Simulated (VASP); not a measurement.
Wanted: the native input for a VASP 6.6.1 run.

```
Task                   : single point
Functional             : r2SCAN
Potentials or basis    : VASP PAW PBE potentials, release 64 (Bi_d, Te)
Cutoff                 : 520 eV
k mesh                 : 12 × 12 × 12
Occupations            : fermi-dirac, width 0.1 eV
Spin                   : no spin polarisation
Dipole correction      : no
Further INCAR settings : ALGO = Normal; EDIFF = 1e-06; NBANDS = 18
```

The system is BiTe.

```xyz
2
Lattice="2.2198 1.2816 3.9514 -2.2198 1.2816 3.9514 0.0000 -2.5632 3.9514" Properties=species:S:1:pos:R:3 pbc="T T T"
Bi    0.0000    0.0000    5.9270
Te    0.0000    0.0000    0.0000
```

This cell differs from its parent crystal: ratio of the length along z to the lengths across it x 1.3, volume and fractional coordinates fixed.

The input as run:

POSCAR

```
BiTe
1.0
    2.2198310163      1.2816200348      3.9513539146
   -2.2198310163      1.2816200348      3.9513539146
    0.0000000000     -2.5632400697      3.9513539146
Bi Te
1 1
Direct
    0.5000000000      0.5000000000      0.5000000000
    0.0000000000      0.0000000000      0.0000000000
```

INCAR.step1

```
SYSTEM = BiTe
  ALGO = Normal
  EDIFF = 1E-4
  ENCUT = 520
  GGA = PE
  ISMEAR = -1
  LASPH = .True.
  LCHARG = .False.
  LREAL = .False.
  LWAVE = .True.
  NBANDS = 18
  NELM = 80
  PREC = Accurate
  SIGMA = 0.1
```

INCAR.step2

```
SYSTEM = BiTe
  ALGO = Normal
  EDIFF = 1E-6
  ENCUT = 520
  ISIF = 2
  ISMEAR = -1
  ISTART = 1
  LASPH = .True.
  LCHARG = .True.
  LELF = .True.
  LMIXTAU = .True.
  LREAL = .False.
  LVHAR = .True.
  LWAVE = .False.
  METAGGA = R2SCAN
  NBANDS = 18
  NELM = 80
  PREC = Accurate
  SIGMA = 0.1
```

KPOINTS

```
k-points
0
Gamma
  12 12 12
  0 0 0
```

Potentials or basis: VASP PAW PBE potentials, release 64 (Bi_d, Te).

Run with:

```console
$ cat potpaw_PBE.64/Bi_d/POTCAR potpaw_PBE.64/Te/POTCAR > POTCAR
$ cp INCAR.step1 INCAR
$ mpirun -np 1 vasp_std > vasp.out
$ cp INCAR.step2 INCAR
$ mpirun -np 1 vasp_std > vasp.out
```

Results of the run:

| Quantity | Value |
| --- | --- |
| Pressure | 0.0 GPa |
| Band gap on the k mesh | zero (an odd number of electrons rules out a gap without spin polarisation) |

Caveat: the PAW data sets were made with another functional, which shifts forces and pressure a little; spin-orbit coupling is left out, which moves the levels of the heavy elements.

Wall time 5.1 min on 1 thread of Intel(R) Xeon(R) 6975P-C (Granite Rapids) (shared host), peak memory 0.38 GiB.
